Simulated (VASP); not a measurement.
Here is a VASP 6.6.1 calculation.

File INCAR:

```
SYSTEM = Sb5Se
ALGO = Normal
EDIFF = 1E-6
ENCUT = 520
GGA = PE
ISIF = 2
ISMEAR = 0
LASPH = .True.
LCHARG = .False.
LREAL = .False.
LWAVE = .False.
NBANDS = 24
NELM = 80
PREC = Accurate
SIGMA = 0.1
```

File KPOINTS:

```
k-points
0
Gamma
  6 6 2
  0 0 0
```

POSCAR

```
Sb5Se
1.0
    3.6778318589      0.0000000000      0.0000000000
    0.0000000000      3.6778318589      0.0000000000
    0.0000000000      0.0000000000     11.6319851227
Sb Se
5 1
Direct
    0.5000000000      0.5000000000      0.3301902495
    0.5000000000      0.5000000000      0.6698097505
    0.0000000000      0.0000000000      0.1510133050
    0.0000000000      0.0000000000      0.8489866950
    0.0000000000      0.0000000000      0.5000000000
    0.5000000000      0.5000000000      0.0000000000
```

Potentials or basis: VASP PAW PBE potentials, release 64 (Sb, Se).

Command:

```bash
$ cat potpaw_PBE.64/Sb/POTCAR potpaw_PBE.64/Se/POTCAR > POTCAR
$ mpirun -np 1 vasp_std > vasp.out
```

Problem. Predict the band gap on the k mesh.

Solution. Zero (an odd number of electrons rules out a gap without spin polarisation).

Problem. Estimate the largest force.

Solution. 0.026 eV/Å.

Forces in eV/Å, atoms in the order of the input:
```
Sb   0.000  0.000  0.021
Sb   0.000  0.000 -0.021
Sb   0.000  0.000  0.026
Sb   0.000  0.000 -0.026
Sb   0.000  0.000  0.000
Se   0.000  0.000  0.000
```

Caveat: spin-orbit coupling is left out, which moves the levels of the heavy elements; an odd number of electrons without spin polarisation forces a metal; a magnetic or distorted state may lie lower.
